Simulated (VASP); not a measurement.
A run of VASP 6.6.1 is set up as follows.

INCAR

```
SYSTEM = Cd
  PREC = Accurate
  ENCUT = 520
  EDIFF = 1E-6
  ISMEAR = 1
  SIGMA = 0.05
  LREAL = .False.
  LASPH = .True.
  NELM = 100
  ALGO = Normal
  ISIF = 2
  LWAVE = .False.
  LCHARG = .True.
  GGA = PS
  IVDW = 12
  LELF = .True.
  LVHAR = .True.
  NBANDS = 12
```

KPOINTS

```
Automatic mesh
0
Gamma
  6 6 4
  0 0 0
```

File POSCAR:

```
Cd
1.0
    4.3585440000      0.0000000000      0.0000000000
    0.0000000000      4.3585440000      0.0000000000
    0.0000000000      0.0000000000      6.1924610000
Cd
1
Direct
    0.0000000000      0.0000000000      0.0000000000
```

Potentials or basis: VASP PAW PBE potentials, release 64 (Cd).

Launch:

```bash
$ cat potpaw_PBE.64/Cd/POTCAR > POTCAR
$ mpirun -np 1 vasp_std > vasp.out
```

Question: What does it give for the band gap on the k mesh?

Answer: 1.93 eV, indirect (least direct gap 2.95 eV).

Question: What does it give for the dispersion energy per atom?

Answer: -0.117 eV.

Question: Estimate the pressure.

Answer: -0.4 GPa.

Stress tensor (GPa, compression positive):
```
-0.55  0.00  0.00
 0.00 -0.55  0.00
 0.00  0.00 -0.21
```

Caveat: the PAW data sets were made with another functional, which shifts forces and pressure a little. A k mesh can miss the band edges.
